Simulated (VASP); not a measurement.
# O: electric field gradients with PBE

O:

```
O
1.0
     0.00000    2.10755    3.34485
     1.47835    0.00000    3.34485
     1.47835    2.10755    0.00000
O
2
Direct
  0.08710 0.08710 0.91290
  0.88584 0.93996 0.11416
```

This cell differs from its parent crystal: atom 2 (O) moved by [0.08, 0.0, 0.0] A.

* Program: VASP 6.6.1
* Task: electric field gradients
* Functional: PBE
* Potentials or basis: VASP PAW PBE potentials, release 64 (O)
* Cutoff: 520 eV
* k mesh: 12 × 12 × 12
* Occupations: fermi-dirac, width 0.01 eV
* Spin: no spin polarisation
* Dipole correction: no
* Further INCAR settings: ALGO = Normal; EDIFF = 1e-08; NBANDS = 13

```yaml
Pressure: 17.4 GPa
Largest_force: 5.440 eV/Å
Band_gap_on_the_k_mesh: zero (band 6 reaches 2.51 eV, above the bottom of band 7 at 0.79 eV)
```

Forces on the atoms (eV/Å):
```
O   -0.036  0.000  5.440
O    0.036  0.000 -5.440
```

Stress tensor (GPa, compression positive):
```
-0.99  0.00 -1.30
 0.00 -5.93  0.00
-1.30  0.00 59.18
```

Levels at points of the mesh, in eV from the Fermi level:
```tsv
k point	band 4	band 5	band 6	band 7	band 8	band 9
(0.00, 0.00, 0.00)	-6.57	-6.25	0.56	1.13	9.43	12.13
(0.50, 0.00, 0.00)	-7.61	-6.61	-1.52	0.86	10.31	14.08
(0.50, 0.50, 0.50)	-7.95	-6.64	-1.22	0.94	11.02	13.92
(0.50, 0.50, 0.00)	-6.79	-6.28	1.08	1.20	8.43	9.33
(0.50, 0.00, 0.50)	-7.99	-7.68	-0.79	-0.47	11.98	12.21
(0.00, 0.50, 0.50)	-7.97	-6.68	-2.04	0.30	10.75	11.48
```

Electric field gradients, principal values (V/Å²):
```csv
atom,least,middle,greatest (by size)
1 O,-50.713,-63.631,114.344
2 O,-50.713,-63.631,114.344
```

Run time: 2.8 min on 1 thread of Oxide Virtual Turin-like Processor, on a shared host, peak memory 0.18 GiB.

Caveat: the cell differs from its parent crystal (atom 2 (O) moved by [0.08, 0.0, 0.0] A); the standard files for N, O and F lose accuracy on very short bonds; spin is off for a triplet molecule; without QUAD_EFG the Cq values of the log hold for a quadrupole moment of 1 mb, not for the nuclei; forces of over 1 eV/Å act on the atoms, so gaps and moduli don't describe the material at rest.
